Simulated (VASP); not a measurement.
Wanted: the native input for a VASP 6.6.1 run.

- Task: relaxation of cell and atoms
- Functional: PBE
- Potentials or basis: VASP PAW PBE potentials, release 64 (P)
- Cutoff: 500 eV
- k mesh: 8 × 4 × 4
- Occupations: gaussian, width 0.2 eV
- Spin: no spin polarisation
- Dipole correction: no
- Further INCAR settings: ALGO = Normal; EDIFF = 1e-07; IBRION = 2; EDIFFG = -0.025; NSW = 80; ISIF = 3

The structure of P lies in POSCAR:

```
P
1.0
    0.0393770038     -2.4561696174     -0.0080506549
   -4.8023042488      0.0787540076      0.0299385722
    0.0299385722     -0.0161013098     -4.8858028208
P
4
Direct
    0.0071264946     -0.0081443898      0.0156008616
    0.0010717566     -0.0010831617      0.5030556991
    0.9745217704      0.4990344894      0.9864289623
    1.0172799784      0.5101930620      0.4949144770
```

One way to write it, as run:

INCAR

```
PREC = Accurate
ENCUT = 500
EDIFF = 1E-7
ISMEAR = 0
SIGMA = 0.2
LREAL = F
LASPH = T
NELM = 120
ALGO = Normal
ISIF = 3
LWAVE = F
LCHARG = F
GGA = PE
IBRION = 2
NSW = 80
EDIFFG = -0.025
GGA_COMPAT = F
NELMIN = 4
```

KPOINTS

```
Automatic mesh
0
Gamma
  8 4 4
```

Potentials or basis: VASP PAW PBE potentials, release 64 (P).

Run with:

```bash
$ cat potpaw_PBE.64/P/POTCAR > POTCAR
$ mpirun -np 1 vasp_std > vasp.out
```

Results of the run:

| Quantity | Value |
| --- | --- |
| Relaxed volume | 14.68 Å³/atom |
| Relaxed cell | a = 2.453 Å, b = 4.878 Å, c = 4.908 Å, α = 89.93°, β = 90.08°, γ = 89.96° |
| Space group after relaxing (to 0.1 Å) | P4/mmm (No. 123) |
| Energy gained by relaxing | 13.8 meV/atom |
| Ionic steps | 14 |
| Pressure after relaxing | 0.0 GPa |
| Largest force after relaxing | 0.022 eV/Å |
| Band gap on the k mesh | zero (bands 10 and 11 overlap by 7.66 eV) |

It took 8.2 min on 1 thread of Intel Xeon 8259CL, with other jobs on the host, peak memory 0.18 GiB.
